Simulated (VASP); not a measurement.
## Hf: density of states with PBE

Slab: Hf, a slab with vacuum.

```
Hf
1.0
     3.20320    0.00000    0.00000
     0.00000    5.07025    0.00000
     0.00000    0.00000   19.69870
Hf
4
Direct
  0.00000 0.75000 0.40612
  0.50000 0.25000 0.45306
  0.50000 0.75000 0.54694
  0.00000 0.25000 0.59388
```

```yaml
Program: VASP 6.6.1
Task: density of states
Functional: PBE
Potentials_or_basis: VASP PAW PBE potentials, release 64 (Hf_pv)
Cutoff: 520 eV
k_mesh: 13 × 8 × 1
Occupations: fermi-dirac, width 0.05 eV
Spin: no spin polarisation
Dipole_correction: yes
k_mesh_for_the_DOS: 20 × 12 × 1
Occupations_for_the_DOS: tetrahedron
Further_INCAR_settings: ALGO = Normal; EDIFF = 1e-06
```

| Quantity | Value |
| --- | --- |
| Valence electrons inside the program's atomic spheres | Hf 8.10, 8.24 |

Levels at points of the mesh, in eV from the Fermi level:
| k point | band 16 | band 17 | band 18 | band 19 | band 20 | band 21 | band 22 | band 23 | band 24 |
| --- | --- | --- | --- | --- | --- | --- | --- | --- | --- |
| (0.00, 0.00, 0.00) | -2.46 | -1.44 | -0.62 | -0.32 | 0.38 | 0.40 | 0.94 | 1.07 | 1.25 |
| (0.50, 0.00, 0.00) | -1.79 | -1.74 | -1.36 | -1.13 | -0.79 | 0.05 | 0.27 | 0.42 | 0.91 |
| (0.00, 0.50, 0.00) | -3.30 | -0.82 | -0.82 | -0.36 | -0.36 | 0.37 | 0.37 | 0.54 | 0.54 |
| (0.50, 0.50, 0.00) | -2.57 | -0.96 | -0.96 | -0.24 | -0.24 | 0.58 | 0.58 | 0.92 | 0.92 |

Wall time 19 min on 1 thread of Intel(R) Xeon(R) Platinum 8375C CPU @ 2.90GHz (Ice Lake), on a shared host, peak memory 0.65 GiB.

Caveat: spin-orbit coupling is left out, which moves the levels of the heavy elements.
